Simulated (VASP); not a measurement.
# Sr2C (Fm-3m) in VASP: single point with PBE-based global hybrid

Aim: the single point of Sr2C with PBE-based global hybrid.

Everything below comes from runs of VASP 6.6.1. Logs are shortened: lines on timing, memory, paths and dates and some standing lists are left out, and cuts for length are marked.

### Step 1. The cell of the first run

The structure is cubic, space group Fm-3m (No. 225). Conventional cell: a = 6.720 Å, b = 6.720 Å, c = 6.720 Å, α = 90.00°, β = 90.00°, γ = 90.00°. C (site symmetry m-3m) has 8 Sr at 2.91 Å within 3.8 Å. Within 3.8 Å of Sr (site symmetry -43m) lie 4 C at 2.91 Å and 6 Sr at 3.36 Å.

### Step 2. Single point, PBE-based global hybrid

POSCAR reads:

```
Sr2C
1.0
    0.0000000000      3.3601424449      3.3601424449
    3.3601424449      0.0000000000      3.3601424449
    3.3601424449      3.3601424449      0.0000000000
C Sr
1 2
Direct
    0.0000000000      0.0000000000      0.0000000000
    0.2500000000      0.2500000000      0.2500000000
    0.7500000000      0.7500000000      0.7500000000
```

INCAR.step1 reads:

```
PREC     = Accurate       # precision mode
ENCUT    = 520            # plane-wave cutoff, eV
EDIFF    = 1E-5           # SCF threshold, eV
ISMEAR   = -1             # smearing method
SIGMA    = 0.02           # smearing width, eV
LREAL    = F              # projectors in reciprocal space
LASPH    = T              # aspherical terms in the spheres
NELM     = 60             # most SCF steps
ALGO     = Normal         # electronic algorithm
ISIF     = 2              # what is computed and relaxed
LWAVE    = T              # write WAVECAR
LCHARG   = F              # write CHGCAR
GGA      = PE             # functional
NBANDS   = 19             # bands
```

INCAR.step2 reads:

```
PREC     = Accurate       # precision mode
ENCUT    = 520            # plane-wave cutoff, eV
EDIFF    = 1E-6           # SCF threshold, eV
ISMEAR   = -1             # smearing method
SIGMA    = 0.02           # smearing width, eV
LREAL    = F              # projectors in reciprocal space
LASPH    = T              # aspherical terms in the spheres
NELM     = 60             # most SCF steps
ALGO     = Normal         # electronic algorithm
ISIF     = 2              # what is computed and relaxed
LWAVE    = F              # write WAVECAR
LCHARG   = F              # write CHGCAR
GGA      = PE             # functional
LHFCALC  = T              # exact exchange
AEXX     = 0.75           # exact-exchange fraction
PRECFOCK = Normal       
ISTART   = 1            
NBANDS   = 19             # bands
```

KPOINTS reads:

```
regular mesh
0
Gamma
  4 4 4
```

Potentials or basis: VASP PAW PBE potentials, release 64 (C, Sr_sv).

Started as:

```sh
$ cat potpaw_PBE.64/C/POTCAR potpaw_PBE.64/Sr_sv/POTCAR > POTCAR
$ cp INCAR.step1 INCAR
$ mpirun -np 1 vasp_std > vasp.out
$ cp INCAR.step2 INCAR
$ mpirun -np 1 vasp_std > vasp.out
```

OUTCAR:

```text
PREC = Accurate
   ENCUT = 520
   EDIFF = 1E-6
   ISMEAR = -1
   LREAL = F
   LASPH = T
   NELM = 60
   ISIF = 2
   GGA = PE
   LHFCALC = T
   AEXX = 0.75
   PRECFOCK = Normal
   ISTART = 1

 ion  position               nearest neighbor table
   1  0.000  0.000  0.000-   2 2.91   3 2.91   3 2.91   3 2.91   3 2.91   2 2.91   2 2.91   2 2.91

   2  0.250  0.250  0.250-   1 2.91   1 2.91   1 2.91   1 2.91   3 3.36   3 3.36   3 3.36   3 3.36
                             3 3.36   3 3.36
   3  0.750  0.750  0.750-   1 2.91   1 2.91   1 2.91   1 2.91   2 3.36   2 3.36   2 3.36   2 3.36
                             2 3.36   2 3.36

  LATTYP: Found a face centered cubic cell.
 ALAT       =     6.7202848898

  Lattice vectors:

 A1 = (   0.0000000000,   3.3601424449,   3.3601424449)
 A2 = (   3.3601424449,   0.0000000000,   3.3601424449)
 A3 = (   3.3601424449,   3.3601424449,   0.0000000000)

Analysis of symmetry for initial positions (statically):
=====================================================================
 Subroutine PRICEL returns:
 Original cell was already a primitive cell.

 Routine SETGRP: Setting up the symmetry group for a
 face centered cubic supercell.

 Subroutine GETGRP returns: Found 48 space group operations
 (whereof 48 operations were pure point group operations)
 out of a pool of 48 trial point group operations.

The static configuration has the point symmetry O_h .

Analysis of symmetry for dynamics (positions and initial velocities):
=====================================================================
 Subroutine PRICEL returns:
 Original cell was already a primitive cell.

 Routine SETGRP: Setting up the symmetry group for a
 face centered cubic supercell.

 Subroutine GETGRP returns: Found 48 space group operations
 (whereof 48 operations were pure point group operations)
 out of a pool of 48 trial point group operations.

The dynamic configuration has the point symmetry O_h .

 Subroutine INISYM returns: Found 48 space group operations
 (whereof 48 operations are pure point group operations),
 and found     1 'primitive' translations

----------------------------------------------------------------------------------------

                                     Primitive cell

  volume of cell :      75.8758

  direct lattice vectors                    reciprocal lattice vectors
     0.000000000  3.360142445  3.360142445    -0.148803215  0.148803215  0.148803215
     3.360142445  0.000000000  3.360142445     0.148803215 -0.148803215  0.148803215
     3.360142445  3.360142445  0.000000000     0.148803215  0.148803215 -0.148803215

  length of vectors
     4.751959017  4.751959017  4.751959017     0.257734729  0.257734729  0.257734729

  position of ions in fractional coordinates (direct lattice)
     0.000000000  0.000000000  0.000000000
     0.250000000  0.250000000  0.250000000
     0.750000000  0.750000000  0.750000000

  ion indices of the primitive-cell ions
   primitive index   ion index
                 1           1
                 2           2
                 3           3

----------------------------------------------------------------------------------------

 KPOINTS: regular mesh

Automatic generation of k-mesh.
 Grid dimensions read from file:
 generate k-points for:    4    4    4

 Generating k-lattice:

  Cartesian coordinates                     Fractional coordinates (reciprocal lattice)
    -0.037200804  0.037200804  0.037200804     0.250000000  0.000000000  0.000000000
     0.037200804 -0.037200804  0.037200804     0.000000000  0.250000000  0.000000000
     0.037200804  0.037200804 -0.037200804     0.000000000  0.000000000  0.250000000

  Length of vectors
     0.064433682  0.064433682  0.064433682

  Shift w.r.t. Gamma in fractional coordinates (k-lattice)
     0.000000000  0.000000000  0.000000000

 Subroutine IBZKPT returns following result:
 ===========================================

 Found      8 irreducible k-points:

 Following reciprocal coordinates:
            Coordinates               Weight
  0.000000  0.000000  0.000000      1.000000
  0.250000  0.000000  0.000000      8.000000
  0.500000  0.000000  0.000000      4.000000
  0.250000  0.250000  0.000000      6.000000
  0.500000  0.250000  0.000000     24.000000
 -0.250000  0.250000  0.000000     12.000000
  0.500000  0.500000  0.000000      3.000000
 -0.250000  0.500000  0.250000      6.000000
   k-points           NKPTS =      8   k-points in BZ     NKDIM =     64   number of bands    NBANDS=     19
   number of dos      NEDOS =    301   number of ions     NIONS =      3
   total plane-waves  NPLWV =  46656
   dimension x,y,z NGX =    36 NGY =   36 NGZ =   36
   dimension x,y,z NGXF=    72 NGYF=   72 NGZF=   72
   ions per type =               1   2
   NGX,Y,Z   is equivalent  to a cutoff of  12.59, 12.59, 12.59 a.u.
   NGXF,Y,Z  is equivalent  to a cutoff of  25.19, 25.19, 25.19 a.u.
 SYSTEM =  unknown system
   PREC   = accura    normal or accurate (medium, high low for compatibility)
   ISTART =      1    job   : 0-new  1-cont  2-samecut
   ICHARG =      0    charge: 1-file 2-atom 10-const
   ISPIN  =      1    spin polarized calculation?
   LNONCOLLINEAR =      F non collinear calculations
   LSORBIT =      F    spin-orbit coupling
   LASPH  =      T    aspherical Exc in radial PAW
   ENCUT  =  520.0 eV  38.22 Ry    6.18 a.u.   8.84  8.84  8.84*2*pi/ulx,y,z
   NELM   =     60;   NELMIN=  2; NELMDL=  0     # of ELM steps
   EDIFF  = 0.1E-05   stopping-criterion for ELM
   LREAL  =      F    real-space projection
   EDIFFG = 0.1E-04   stopping-criterion for IOM
   NSW    =      0    number of steps for IOM
   IBRION =     -1    ionic relax: 0-MD 1-quasi-New 2-CG
   NFREE  =      0    steps in history (QN), initial steepest desc. (CG)
   ISIF   =      2    stress and relaxation
   ISYM   =      3    0-nonsym 1-usesym 2-fastsym
   POTIM  = 0.5000    time-step for ionic-motion
   TEBEG  =    0.0;   TEEND  =   0.0 temperature during run
   PSTRESS=    0.0 pullay stress
   NELECT =      24.0000    total number of electrons
   NUPDOWN=      -1.0000    fix difference up-down
   EMIN   =  10.00;   EMAX   =-10.00  energy-range for DOS
   EFERMI =   0.00;   METHOD = LEGACY
   ISMEAR =    -1;   SIGMA  =   0.02  broadening in eV -4-tet -1-fermi 0-gaus
   EFERMI_NEDOS =   21; number of points for ismear=-14 and -15
   IALGO  =     38    algorithm
   IMIX   =      1    mixing-type and parameters
     AMIX     =   0.40;   BMIX     =  1.00
     AMIX_MAG =   1.60;   BMIX_MAG =  1.00
  volume/ion in A,a.u.               =      25.29       170.68
  Fermi-wavevector in a.u.,A,eV,Ry     =   1.115435  2.107866 16.928301  1.244195
  Thomas-Fermi vector in A             =   2.252040
   LORBIT       =      0    0 simple, 1 ext, 2 COOP (PROOUT), +10 PAW based schemes
   GGA     = PE    functional components
   LHFCALC =     T    Hartree Fock is set to
   PRECFOCK=normal    Normal, Fast or Accurate (Low or Medium for compatibility)
   ENCUT4O =  -1.0   cutoff for four orbital integrals eV
   NKREDX  =     1    reduce k-point grid by
   NKREDY  =     1    reduce k-point grid by
   NKREDZ  =     1    reduce k-point grid by
   AEXX    =    0.7500 exact exchange contribution
   HFSCREEN=    0.0000 screening length (either q_TF or 0.3 A-1)
   HFSCREENC=   0.0000 screening length for correlation (either q_TF or 0.3 A-1)
   ENCUTFOCK=  -1.0 apply spherical cutoff to Coloumb kernel
   IVDW    =     0    specifies the selected vdW correction
   LEPSILON=     F    determine dielectric tensor
   LRPA    =     F    only Hartree local field effects (RPA)
 non-spin polarized calculation
  energy-cutoff  :      520.00
  volume of cell :       75.88
 maximum number of plane-waves:      2085
  NGX = 28; NGY = 28; NGZ = 28

 number of electron      24.0000000 magnetization

 Free energy of the ion-electron system (eV)
  ---------------------------------------------------
  ext. energy  EPLUGINS =         0.00000000
  ---------------------------------------------------
  free energy    TOTEN  =       -16.32369503 eV

  energy without entropy =      -16.32369503  energy(sigma->0) =      -16.32369503

 E-fermi :   1.1707     XC(G=0):  -3.4008

 val. band max:        0.5950524707   @ k =   0.5000   0.5000   0.0000
 cond. band min:       4.3316929539   @ k =   0.0000   0.0000   0.0000
 fundamental gap:      3.7366404833
 Fermi energy:         1.1707420251

 k-point     1 :       0.0000    0.0000    0.0000
  band No.  band energies     occupation
      1     -42.4813      2.00000
      2     -42.1623      2.00000
      3     -20.8878      2.00000
      4     -20.8878      2.00000
      5     -20.8878      2.00000
      6     -20.1513      2.00000
[... 11 lines left out ...]
     18      11.3792      0.00000
     19      14.3650      0.00000

 k-point     2 :       0.2500    0.0000    0.0000
  band No.  band energies     occupation
      1     -42.4325      2.00000
      2     -42.2070      2.00000
      3     -20.8569      2.00000
      4     -20.8008      2.00000
      5     -20.8008      2.00000
      6     -20.3683      2.00000
[... 11 lines left out ...]
     18      11.0358      0.00000
     19      12.4970      0.00000

 k-point     3 :       0.5000    0.0000    0.0000
  band No.  band energies     occupation
      1     -42.3179      2.00000
      2     -42.3177      2.00000
      3     -20.7459      2.00000
      4     -20.6562      2.00000
      5     -20.5761      2.00000
      6     -20.5761      2.00000
[... 11 lines left out ...]
     18      10.6913      0.00000
     19      10.7001      0.00000

 k-point     4 :       0.2500    0.2500    0.0000
  band No.  band energies     occupation
      1     -42.4250      2.00000
      2     -42.2124      2.00000
      3     -20.9972      2.00000
      4     -20.9972      2.00000
      5     -20.8010      2.00000
      6     -20.4322      2.00000
[... 11 lines left out ...]
     18      10.4290      0.00000
     19      11.1796      0.00000

 k-point     5 :       0.5000    0.2500    0.0000
  band No.  band energies     occupation
      1     -42.3538      2.00000
      2     -42.2788      2.00000
      3     -21.1560      2.00000
      4     -20.9827      2.00000
      5     -20.9418      2.00000
      6     -20.2309      2.00000
[... 11 lines left out ...]
     18      11.0011      0.00000
     19      12.0521      0.00000

 k-point     6 :      -0.2500    0.2500    0.0000
  band No.  band energies     occupation
      1     -42.3705      2.00000
      2     -42.2642      2.00000
      3     -21.1288      2.00000
      4     -20.7502      2.00000
      5     -20.6409      2.00000
      6     -20.5502      2.00000
[... 11 lines left out ...]
     18      10.3867      0.00000
     19      11.1083      0.00000

 k-point     7 :       0.5000    0.5000    0.0000
  band No.  band energies     occupation
      1     -42.3678      2.00000
      2     -42.2619      2.00000
      3     -21.3800      2.00000
      4     -21.1023      2.00000
      5     -21.1023      2.00000
      6     -20.0412      2.00000
[... 11 lines left out ...]
     18      11.4290      0.00000
     19      11.4803      0.00000

 k-point     8 :      -0.2500    0.5000    0.2500
  band No.  band energies     occupation
      1     -42.3153      2.00000
      2     -42.3153      2.00000
      3     -21.2935      2.00000
      4     -21.1958      2.00000
      5     -20.5929      2.00000
      6     -20.5929      2.00000
[... 11 lines left out ...]
     18      10.2662      0.00000
     19      12.6236      0.00000

------------------------ aborting loop because EDIFF is reached ----------------------------------------

  FORCE on cell =-STRESS in cart. coord.  units (eV):
  Direction    XX          YY          ZZ          XY          YZ          ZX
  --------------------------------------------------------------------------------------
  -------------------------------------------------------------------------------------
  Total       -0.5132017     -0.5132017     -0.5132017      0.0000000      0.0000000     -0.0000000
  in kB      -10.8366636    -10.8366636    -10.8366636      0.0000000      0.0000000     -0.0000000
  external PRESSURE =     -10.8366636 kB  Pullay stress =       0.0000000 kB

 VOLUME and BASIS-vectors are now :
 -----------------------------------------------------------------------------
  energy-cutoff  :      520.00
  volume of cell :       75.88
      direct lattice vectors                 reciprocal lattice vectors
     0.000000000  3.360142445  3.360142445    -0.148803215  0.148803215  0.148803215
     3.360142445  0.000000000  3.360142445     0.148803215 -0.148803215  0.148803215
     3.360142445  3.360142445  0.000000000     0.148803215  0.148803215 -0.148803215

 POSITION                                       TOTAL-FORCE (eV/Angst)
 -----------------------------------------------------------------------------------
      0.00000      0.00000      0.00000         0.000000     -0.000000      0.000000
      1.68007      1.68007      1.68007         0.000000      0.000000      0.000000
      5.04021      5.04021      5.04021        -0.000000     -0.000000     -0.000000
 -----------------------------------------------------------------------------------
    total drift:                                0.000000     -0.000000      0.000000

  FREE ENERGIE OF THE ION-ELECTRON SYSTEM (eV)
  ---------------------------------------------------
  free  energy   TOTEN  =       -16.3236950265 eV

  energy  without entropy=      -16.3236950265  energy(sigma->0) =      -16.32369503
```

Wall time 22 min (1 thread of Intel Xeon Platinum 8488C (Sapphire Rapids), shared host); peak memory 0.22 GiB.

Results:

* Free energy: -16.3237 eV
* Pressure: -1.1 GPa
* Band gap on the k mesh: 3.74 eV, indirect (least direct gap 3.81 eV)

Levels at points of the mesh, in eV from the valence-band top:
| k point | band 8 | band 9 | band 10 | band 11 | band 12 | band 13 | band 14 | band 15 | band 16 | band 17 |
| --- | --- | --- | --- | --- | --- | --- | --- | --- | --- | --- |
| (0.00, 0.00, 0.00) | -20.75 | -11.55 | -1.61 | -1.61 | -1.61 | 3.74 | 6.31 | 6.31 | 10.78 | 10.78 |
| (0.50, 0.00, 0.00) | -21.14 | -10.80 | -2.12 | -0.67 | -0.67 | 6.68 | 7.56 | 7.56 | 8.25 | 10.07 |
| (0.50, 0.50, 0.00) | -20.54 | -10.67 | -2.42 | 0.00 | 0.00 | 3.81 | 7.03 | 7.66 | 9.98 | 9.98 |

Caveat: the PAW data sets were made with another functional, which shifts forces and pressure a little. A k mesh can miss the band edges.
